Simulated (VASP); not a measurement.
A run of VASP 6.6.1:

INCAR

```
  PREC = Accurate
  ENCUT = 520
  EDIFF = 1E-7
  ISMEAR = 0
  SIGMA = 0.05
  LREAL = F
  LASPH = T
  NELM = 60
  ALGO = Normal
  ISIF = 2
  LWAVE = F
  LCHARG = F
  GGA = PE
  NBANDS = 11
```

Contents of KPOINTS:

```
Automatic mesh
0
Gamma
  7 7 7
```

POSCAR

```
Ba
1.0
    3.6368867978      0.0000000000      0.0000000000
    0.0000000000      3.6368867978      0.0000000000
    0.0000000000      0.0000000000      3.6368867978
Ba
1
Direct
    0.0000000000      0.0000000000      0.0000000000
```

Potentials or basis: VASP PAW PBE potentials, release 64 (Ba_sv).

Launch:

```console
$ cat potpaw_PBE.64/Ba_sv/POTCAR > POTCAR
$ mpirun -np 1 vasp_std > vasp.out
```

Hardware: 1 thread of Intel(R) Xeon(R) Platinum 8488C (Sapphire Rapids), on a shared host.

Problem. How long does it take, and how much memory?

Solution. Run time: 4.9 s on 1 thread of Intel(R) Xeon(R) Platinum 8488C (Sapphire Rapids), with other jobs on the host, peak memory 0.15 GiB. Counts: scf iterations 11, k points 20.
